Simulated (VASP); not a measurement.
A run of VASP 6.6.1 is set up as follows.

Contents of INCAR:

```
SYSTEM = K
ALGO = Normal ; EDIFF = 1E-7
ENCUT = 520 ; GGA = RP
ISIF = 2 ; ISMEAR = -1
LASPH = .True. ; LCHARG = .True.
LELF = .True. ; LREAL = .False.
LVHAR = .True. ; LWAVE = .False.
NBANDS = 16 ; NELM = 80
PREC = Accurate ; SIGMA = 0.1
```

The input KPOINTS:

```
k-points
0
Gamma
  6 6 6
  0 0 0
```

Contents of POSCAR:

```
K
1.0
    0.0000000000      4.8473594538      4.8473594538
    4.8473594538      0.0000000000      4.8473594538
    4.8473594538      4.8473594538      0.0000000000
K
2
Direct
    0.1250000000      0.1250000000      0.1250000000
    0.8750000000      0.8750000000      0.8750000000
```

Potentials or basis: VASP PAW PBE potentials, release 64 (K_sv).

Run with:

```console
$ cat potpaw_PBE.64/K_sv/POTCAR > POTCAR
$ mpirun -np 1 vasp_std > vasp.out
```

Problem. Predict the band gap on the k mesh.

Solution. Zero (band 9 reaches -0.57 eV, above the bottom of band 10 at -0.86 eV).

Problem. Predict the pressure.

Solution. 0.1 GPa.

Caveat: the PAW data sets were made with another functional, which shifts forces and pressure a little.
